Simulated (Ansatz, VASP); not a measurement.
# One calculation of Mo, two programs

The input INCAR:

```
PREC     = Accurate       # precision mode
ENCUT    = 520            # plane-wave cutoff, eV
EDIFF    = 1E-6           # SCF threshold, eV
ISMEAR   = 0              # smearing method
SIGMA    = 0.15           # smearing width, eV
LREAL    = F              # projectors in reciprocal space
LASPH    = T              # aspherical terms in the spheres
NELM     = 60             # most SCF steps
ALGO     = Fast           # electronic algorithm
ISIF     = 2              # what is computed and relaxed
LWAVE    = F              # write WAVECAR
LCHARG   = F              # write CHGCAR
GGA      = PE             # functional
NBANDS   = 13             # bands
```

File KPOINTS:

```
Automatic mesh
0
Gamma
  22 22 22
```

Contents of POSCAR:

```
Mo
1.0
   -1.4404935493      1.6678144762      1.6678144762
    1.6678144762     -1.4404935493      1.6678144762
    1.6678144762      1.6678144762     -1.4404935493
Mo
1
Direct
    0.0000000000      0.0000000000      0.0000000000
```

Input for Ansatz:

```yaml
crystal:
  lattice:
    - [-1.4404935493, 1.6678144762, 1.6678144762]
    - [1.6678144762, -1.4404935493, 1.6678144762]
    - [1.6678144762, 1.6678144762, -1.4404935493]
  atoms:
    - { symbol: Mo, position: [0.0, 0.0, 0.0] }
basis:
  ecutwfc: 420
kpoints:
  mp_grid: { grid: [22, 22, 22] }
hamiltonian:
  xc: pbe
  pseudopotentials: { kind: paw, azcp: { folder: soft_1 } }
scf:
  occupations: { method: gaussian, width: 0.15 }
output:
  forces: true
  stress: true
  eigenvalues: true
```

Alike in both runs: task single point; functional PBE; k mesh 22 × 22 × 22; occupations gaussian, width 0.15 eV; no spin polarisation.

|  | VASP | Ansatz |
| --- | --- | --- |
| version | VASP 6.6.1 | Ansatz 0.2.0 |
| potentials or method | VASP PAW PBE potentials, release 64 (Mo_sv), cutoff 520 eV | scalar-relativistic, plane waves, PAW |
| valence electrons in the cell | 14 | 14 |

```tsv
	VASP	Ansatz	Ansatz less VASP
gap on the k mesh at the Fermi level (eV)	none	none	-
pressure (GPa)	-23.3	-23.6	-0.28
traceless stress, the component that is largest in VASP (GPa)	-6.06	-6.03	+0.028
```

A gap of «none» marks a metal or a gap that the smearing closes.
